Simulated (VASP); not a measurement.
Here is a VASP 6.6.1 calculation.

INCAR

```
SYSTEM = Fe
PREC = Accurate ; ENCUT = 520
EDIFF = 1E-6 ; ISMEAR = -1
SIGMA = 0.1 ; LREAL = .FALSE.
LASPH = .TRUE. ; NELM = 100
ALGO = Normal ; ISIF = 2
LWAVE = .FALSE. ; LCHARG = .TRUE.
GGA = RE ; LELF = .TRUE.
LVHAR = .TRUE. ; NBANDS = 10
```

File KPOINTS:

```
Automatic mesh
0
G
  17 17 17
  0 0 0
```

File POSCAR:

```
Fe
1.0
    0.0000000000      1.6868336606      1.6868336606
    1.6868336606      0.0000000000      1.6868336606
    1.6868336606      1.6868336606      0.0000000000
Fe
1
Direct
    0.0000000000      0.0000000000      0.0000000000
```

Potentials or basis: VASP PAW PBE potentials, release 64 (Fe).

Launch:

```bash
$ cat potpaw_PBE.64/Fe/POTCAR > POTCAR
$ mpirun -np 1 vasp_std > vasp.out
```

Problem. Estimate the pressure.

Solution. 26.4 GPa.

Problem. Estimate the band gap on the k mesh.

Solution. Zero (band 4 reaches 9.00 eV, above the bottom of band 5 at 6.81 eV).

Caveat: the PAW data sets were made with another functional, which shifts forces and pressure a little; the run has no spin polarisation, though such a crystal can be magnetic. Spin polarisation is off, so any magnetic state and its effect on volume and gap are missing.
